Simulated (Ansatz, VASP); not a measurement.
# Two plane-wave programs on CdAg

The input INCAR:

```
SYSTEM = CdAg
PREC = Accurate
ENCUT = 520
EDIFF = 1E-6
ISMEAR = 0
SIGMA = 0.15
LREAL = .FALSE.
LASPH = .TRUE.
NELM = 80
ALGO = Fast
ISIF = 2
LWAVE = .FALSE.
LCHARG = .TRUE.
GGA = CA
LELF = .TRUE.
LVHAR = .TRUE.
NBANDS = 18
```

Contents of KPOINTS:

```
Automatic mesh
0
G
  14 14 14
  0 0 0
```

File POSCAR:

```
CdAg
1.0
    3.4965000000      0.0000000000      0.0000000000
    0.0000000000      3.4965000000      0.0000000000
    0.0000000000      0.0000000000      3.1635000000
Cd Ag
1 1
Direct
    0.5000000000      0.5000000000      0.5000000000
    0.0000000000      0.0000000000      0.0000000000
```

Input for Ansatz:

```yaml
crystal:
  lattice:
    - [3.4965, 0.0, 0.0]
    - [0.0, 3.4965, 0.0]
    - [0.0, 0.0, 3.1635]
  atoms:
    - { symbol: Cd, position: [0.5, 0.5, 0.5] }
    - { symbol: Ag, position: [0.0, 0.0, 0.0] }
basis:
  ecutwfc: 420
kpoints:
  mp_grid: { grid: [14, 14, 14] }
hamiltonian:
  xc: lda
scf:
  occupations: { method: gaussian, width: 0.15 }
output:
  forces: true
  stress: true
  eigenvalues: true
```

Change from the starting cell: strain +0.050 along x and y, -0.050 along z, atoms carried along.

Alike in both runs: task single point; functional LDA; k mesh 14 × 14 × 14; occupations gaussian, width 0.15 eV; no spin polarisation.

|  | VASP | Ansatz |
| --- | --- | --- |
| version | VASP 6.6.1 | Ansatz 0.2.0 |
| potentials or method | VASP PAW LDA potentials, release 64 (Cd, Ag), cutoff 520 eV | scalar-relativistic, plane waves, PAW |
| valence electrons in the cell | 23 | 39 |

VASP gave:

```
gap on the k mesh at the Fermi level (eV)                     : none
pressure (GPa)                                                : -8.3
traceless stress, the component that is largest in VASP (GPa) : 0.37
```

Problem. Estimate Ansatz's values.

Solution. gap on the k mesh at the Fermi level (eV): none; pressure (GPa): -8.8; traceless stress, the component that is largest in VASP (GPa): 0.35.

LDA's correlation is that of Perdew and Zunger in VASP and of Perdew and Wang (1992) in Ansatz. A gap of «none» marks a metal or a gap that the smearing closes. VASP's potentials hold 23 valence electrons a cell and Ansatz's 39, so a difference there can come from the potentials and not from the codes.
